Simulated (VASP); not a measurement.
# Cd (P6_3/mmc) in VASP: single point with LDA

Aim: the single point of Cd with LDA.

Everything below comes from runs of VASP 6.6.1. Logs are shortened: lines on timing, memory, paths and dates and some standing lists are left out, and cuts for length are marked.

### Step 1. The cell of the first run

Symmetry: P6_3/mmc, No. 194, hexagonal system. Conventional cell: a = 2.908 Å, b = 2.908 Å, c = 5.483 Å, α = 90.00°, β = 90.00°, γ = 120.00°. Cd (site symmetry -6m2) has 12 Cd at 2.91 to 3.21 Å within 3.8 Å.

### Step 2. Single point, LDA

INCAR

```
PREC = Accurate ; ENCUT = 630
EDIFF = 1E-6 ; ISMEAR = 0
SIGMA = 0.1 ; LREAL = False
LASPH = True ; NELM = 120
ALGO = Normal ; ISIF = 2
LWAVE = False ; LCHARG = False
NBANDS = 27 ; GGA_COMPAT = False
```

KPOINTS

```
Automatic mesh
0
Gamma
  9 9 4
```

POSCAR

```
Cd
1.0
    2.9076010114      0.0000000000      0.0000000000
   -1.4538005057      2.5180563400      0.0000000000
    0.0000000000      0.0000000000      5.4832487223
Cd
2
Direct
    0.3333333333      0.6666666667      0.2500000000
    0.6666666667      0.3333333333      0.7500000000
```

Potentials or basis: VASP PAW LDA potentials, release 64 (Cd_sv_GW).

The run is started by

```
$ cat potpaw_LDA.64/Cd_sv_GW/POTCAR > POTCAR
$ mpirun -np 1 vasp_std > vasp.out
```

OUTCAR:

```text
PREC = Accurate
   ENCUT = 630
   EDIFF = 1E-6
   ISMEAR = 0
   LREAL = False
   LASPH = True
   NELM = 120
   ISIF = 2

 ion  position               nearest neighbor table
   1  0.333  0.667  0.250-
   2  0.667  0.333  0.750-

  LATTYP: Found a hexagonal cell.
 ALAT       =     2.9076010114
 C/A-ratio  =     1.8858325818

  Lattice vectors:

 A1 = (   2.9076010114,   0.0000000000,   0.0000000000)
 A2 = (  -1.4538005057,   2.5180563400,   0.0000000000)
 A3 = (   0.0000000000,   0.0000000000,   5.4832487223)

Analysis of symmetry for initial positions (statically):
=====================================================================
 Subroutine PRICEL returns:
 Original cell was already a primitive cell.

 Routine SETGRP: Setting up the symmetry group for a
 hexagonal supercell.

 Subroutine GETGRP returns: Found 24 space group operations
 (whereof 12 operations were pure point group operations)
 out of a pool of 24 trial point group operations.

The static configuration has the point symmetry D_3d.
 The point group associated with its full space group is D_6h.

Analysis of symmetry for dynamics (positions and initial velocities):
=====================================================================
 Subroutine PRICEL returns:
 Original cell was already a primitive cell.

 Routine SETGRP: Setting up the symmetry group for a
 hexagonal supercell.

 Subroutine GETGRP returns: Found 24 space group operations
 (whereof 12 operations were pure point group operations)
 out of a pool of 24 trial point group operations.

The dynamic configuration has the point symmetry D_3d.
 The point group associated with its full space group is D_6h.

 Subroutine INISYM returns: Found 24 space group operations
 (whereof 12 operations are pure point group operations),
 and found     1 'primitive' translations

----------------------------------------------------------------------------------------

                                     Primitive cell

  volume of cell :      40.1456

  direct lattice vectors                    reciprocal lattice vectors
     2.907601011  0.000000000  0.000000000     0.343926143  0.198565851  0.000000000
    -1.453800506  2.518056340  0.000000000     0.000000000  0.397131702  0.000000000
     0.000000000  0.000000000  5.483248722     0.000000000  0.000000000  0.182373635

  length of vectors
     2.907601011  2.907601011  5.483248722     0.397131702  0.397131702  0.182373635

  position of ions in fractional coordinates (direct lattice)
     0.333333333  0.666666667  0.250000000
     0.666666667  0.333333333  0.750000000

  ion indices of the primitive-cell ions
   primitive index   ion index
                 1           1
                 2           2

----------------------------------------------------------------------------------------

 KPOINTS: Automatic mesh

Automatic generation of k-mesh.
 Grid dimensions read from file:
 generate k-points for:    9    9    4

 Generating k-lattice:

  Cartesian coordinates                     Fractional coordinates (reciprocal lattice)
     0.038214016  0.022062872  0.000000000     0.111111111 -0.000000000  0.000000000
     0.000000000  0.044125745  0.000000000     0.000000000  0.111111111  0.000000000
     0.000000000  0.000000000  0.045593409     0.000000000  0.000000000  0.250000000

  Length of vectors
     0.044125745  0.044125745  0.045593409

  Shift w.r.t. Gamma in fractional coordinates (k-lattice)
     0.000000000  0.000000000  0.000000000

 Subroutine IBZKPT returns following result:
 ===========================================

 Found     36 irreducible k-points:

 Following reciprocal coordinates:
            Coordinates               Weight
  0.000000  0.000000  0.000000      1.000000
  0.111111  0.000000  0.000000      6.000000
  0.222222  0.000000  0.000000      6.000000
  0.333333  0.000000  0.000000      6.000000
  0.444444  0.000000  0.000000      6.000000
  0.111111  0.111111  0.000000      6.000000
[... 16 lines left out ...]
  0.333333  0.222222  0.250000     24.000000
  0.333333  0.333333  0.250000      4.000000
 [... further k-points ...]
   k-points           NKPTS =     36   k-points in BZ     NKDIM =     36   number of bands    NBANDS=     27
   number of dos      NEDOS =    301   number of ions     NIONS =      2
   total plane-waves  NPLWV =  27648
   dimension x,y,z NGX =    24 NGY =   24 NGZ =   48
   dimension x,y,z NGXF=    48 NGYF=   48 NGZF=   96
   ions per type =               2
   NGX,Y,Z   is equivalent  to a cutoff of  13.72, 13.72, 14.55 a.u.
   NGXF,Y,Z  is equivalent  to a cutoff of  27.44, 27.44, 29.11 a.u.
 SYSTEM =  unknown system
   PREC   = accura    normal or accurate (medium, high low for compatibility)
   ISTART =      0    job   : 0-new  1-cont  2-samecut
   ICHARG =      2    charge: 1-file 2-atom 10-const
   ISPIN  =      1    spin polarized calculation?
   LNONCOLLINEAR =      F non collinear calculations
   LSORBIT =      F    spin-orbit coupling
   LASPH  =      T    aspherical Exc in radial PAW
   ENCUT  =  630.0 eV  46.30 Ry    6.80 a.u.   5.95  5.95 11.22*2*pi/ulx,y,z
   NELM   =    120;   NELMIN=  2; NELMDL= -5     # of ELM steps
   EDIFF  = 0.1E-05   stopping-criterion for ELM
   LREAL  =      F    real-space projection
   EDIFFG = 0.1E-04   stopping-criterion for IOM
   NSW    =      0    number of steps for IOM
   IBRION =     -1    ionic relax: 0-MD 1-quasi-New 2-CG
   NFREE  =      0    steps in history (QN), initial steepest desc. (CG)
   ISIF   =      2    stress and relaxation
   ISYM   =      2    0-nonsym 1-usesym 2-fastsym
   POTIM  = 0.5000    time-step for ionic-motion
   TEBEG  =    0.0;   TEEND  =   0.0 temperature during run
   PSTRESS=    0.0 pullay stress
   NELECT =      40.0000    total number of electrons
   NUPDOWN=      -1.0000    fix difference up-down
   EMIN   =  10.00;   EMAX   =-10.00  energy-range for DOS
   EFERMI =   0.00;   METHOD = LEGACY
   ISMEAR =     0;   SIGMA  =   0.10  broadening in eV -4-tet -1-fermi 0-gaus
   EFERMI_NEDOS =   21; number of points for ismear=-14 and -15
   IALGO  =     38    algorithm
   IMIX   =      4    mixing-type and parameters
     AMIX     =   0.40;   BMIX     =  1.00
     AMIX_MAG =   1.60;   BMIX_MAG =  1.00
  volume/ion in A,a.u.               =      20.07       135.46
  Fermi-wavevector in a.u.,A,eV,Ry     =   1.635117  3.089923 36.376628  2.673607
  Thomas-Fermi vector in A             =   2.726643
   LORBIT       =      0    0 simple, 1 ext, 2 COOP (PROOUT), +10 PAW based schemes
   GGA     = CA    functional components
   LHFCALC =     F    Hartree Fock is set to
   AEXX    =    0.0000 exact exchange contribution
   IVDW    =     0    specifies the selected vdW correction
   LEPSILON=     F    determine dielectric tensor
   LRPA    =     F    only Hartree local field effects (RPA)
 non-spin polarized calculation
 Gauss-broadening in eV      SIGMA  =   0.10
  energy-cutoff  :      630.00
  volume of cell :       40.15
 maximum number of plane-waves:      1458
 NGX is ok and might be reduce to    24
   NGX = 11   NGY = 11   NGZ = 23

 number of electron      40.0000003 magnetization

 Free energy of the ion-electron system (eV)
  ---------------------------------------------------
  ext. energy  EPLUGINS =         0.00000000
  ---------------------------------------------------
  free energy    TOTEN  =        -3.02847464 eV

  energy without entropy =       -3.02257049  energy(sigma->0) =       -3.02552256

 E-fermi :   7.2498     XC(G=0): -12.0853

 val. band max:        7.2375389714   @ k =   0.3333   0.2222   0.2500
 cond. band min:       7.3483726466   @ k =   0.3333   0.3333   0.2500
 fundamental gap:      0.1108336752
 Fermi energy:         7.2498231944

 k-point     1 :       0.0000    0.0000    0.0000
  band No.  band energies     occupation
      1     -95.6154      2.00000
      2     -95.6137      2.00000
      3     -56.9976      2.00000
      4     -56.9696      2.00000
      5     -56.9452      2.00000
      6     -56.9452      2.00000
[... 19 lines left out ...]
     26      22.3247      0.00000
     27      22.6578      0.00000

 k-point     2 :       0.1111    0.0000    0.0000
  band No.  band energies     occupation
      1     -95.6146      2.00000
      2     -95.6130      2.00000
      3     -56.9959      2.00000
      4     -56.9694      2.00000
      5     -56.9537      2.00000
      6     -56.9509      2.00000
[... 19 lines left out ...]
     26      22.4974      0.00000
     27      23.0211      0.00000

 k-point     3 :       0.2222    0.0000    0.0000
  band No.  band energies     occupation
      1     -95.6127      2.00000
      2     -95.6112      2.00000
      3     -56.9914      2.00000
      4     -56.9753      2.00000
      5     -56.9725      2.00000
      6     -56.9691      2.00000
[... 19 lines left out ...]
     26      19.9360      0.00000
     27      20.8096      0.00000

 k-point     4 :       0.3333    0.0000    0.0000
  band No.  band energies     occupation
      1     -95.6104      2.00000
      2     -95.6093      2.00000
      3     -56.9998      2.00000
      4     -56.9970      2.00000
      5     -56.9856      2.00000
      6     -56.9695      2.00000
[... 19 lines left out ...]
     26      20.5523      0.00000
     27      21.0847      0.00000

 k-point     5 :       0.4444    0.0000    0.0000
  band No.  band energies     occupation
      1     -95.6088      2.00000
      2     -95.6082      2.00000
      3     -57.0159      2.00000
      4     -57.0129      2.00000
      5     -56.9810      2.00000
      6     -56.9707      2.00000
[... 19 lines left out ...]
     26      20.3602      0.00000
     27      20.4580      0.00000

 k-point     6 :       0.1111    0.1111    0.0000
  band No.  band energies     occupation
      1     -95.6133      2.00000
      2     -95.6118      2.00000
      3     -56.9928      2.00000
      4     -56.9692      2.00000
      5     -56.9677      2.00000
      6     -56.9657      2.00000
[... 444 lines left out ...]
      1     -95.6083      2.00000
      2     -95.6079      2.00000
      3     -57.0154      2.00000
      4     -57.0133      2.00000
      5     -56.9779      2.00000
      6     -56.9723      2.00000
[... 19 lines left out ...]
     26      16.5708      0.00000
     27      20.7098      0.00000

 k-point    22 :       0.2222    0.2222    0.2500
  band No.  band energies     occupation
      1     -95.6092      2.00000
      2     -95.6086      2.00000
      3     -57.0006      2.00000
      4     -57.0006      2.00000
      5     -56.9803      2.00000
      6     -56.9732      2.00000
[... 19 lines left out ...]
     26      17.3597      0.00000
     27      19.2552      0.00000

 k-point    23 :       0.3333    0.2222    0.2500
  band No.  band energies     occupation
      1     -95.6080      2.00000
      2     -95.6077      2.00000
      3     -57.0071      2.00000
      4     -57.0054      2.00000
      5     -56.9818      2.00000
      6     -56.9793      2.00000
[... 19 lines left out ...]
     26      15.7452      0.00000
     27      18.3845      0.00000

 k-point    24 :       0.3333    0.3333    0.2500
  band No.  band energies     occupation
      1     -95.6075      2.00000
      2     -95.6075      2.00000
      3     -56.9974      2.00000
      4     -56.9963      2.00000
      5     -56.9963      2.00000
      6     -56.9932      2.00000
[... 19 lines left out ...]
     26      15.1585      0.00000
     27      16.4738      0.00000

 [... further k-points ...]
[... 5 lines left out ...]
  --------------------------------------------------------------------------------------
  -------------------------------------------------------------------------------------
  Total       -0.1837737     -0.1837737      0.2955817     -0.0000000     -0.0000000      0.0000000
  in kB       -7.3342500     -7.3342500     11.7964129     -0.0000000     -0.0000000      0.0000000
  external PRESSURE =      -0.9573624 kB  Pullay stress =       0.0000000 kB

 VOLUME and BASIS-vectors are now :
 -----------------------------------------------------------------------------
  energy-cutoff  :      630.00
  volume of cell :       40.15
      direct lattice vectors                 reciprocal lattice vectors
     2.907601011  0.000000000  0.000000000     0.343926143  0.198565851  0.000000000
    -1.453800506  2.518056340  0.000000000     0.000000000  0.397131702  0.000000000
     0.000000000  0.000000000  5.483248722     0.000000000  0.000000000  0.182373635

 POSITION                                       TOTAL-FORCE (eV/Angst)
 -----------------------------------------------------------------------------------
     -0.00000      1.67870      1.37081        -0.000000      0.000000     -0.000000
      1.45380      0.83935      4.11244         0.000000     -0.000000      0.000000
 -----------------------------------------------------------------------------------
    total drift:                               -0.000000      0.000000      0.000000

  FREE ENERGIE OF THE ION-ELECTRON SYSTEM (eV)
  ---------------------------------------------------
  free  energy   TOTEN  =        -3.0284746382 eV

  energy  without entropy=       -3.0225704895  energy(sigma->0) =       -3.02552256
```

It took 25 s on 1 thread of AMD EPYC 9R45 (Zen 5), shared host; peak memory 0.16 GiB.

Results:

- Free energy: -3.0285 eV
- Pressure: -0.1 GPa
- Band gap on the k mesh: zero (bands 20 and 21 overlap by 4.06 eV)

The gap in the log of VASP goes by the Fermi energy; the results here count the filled bands.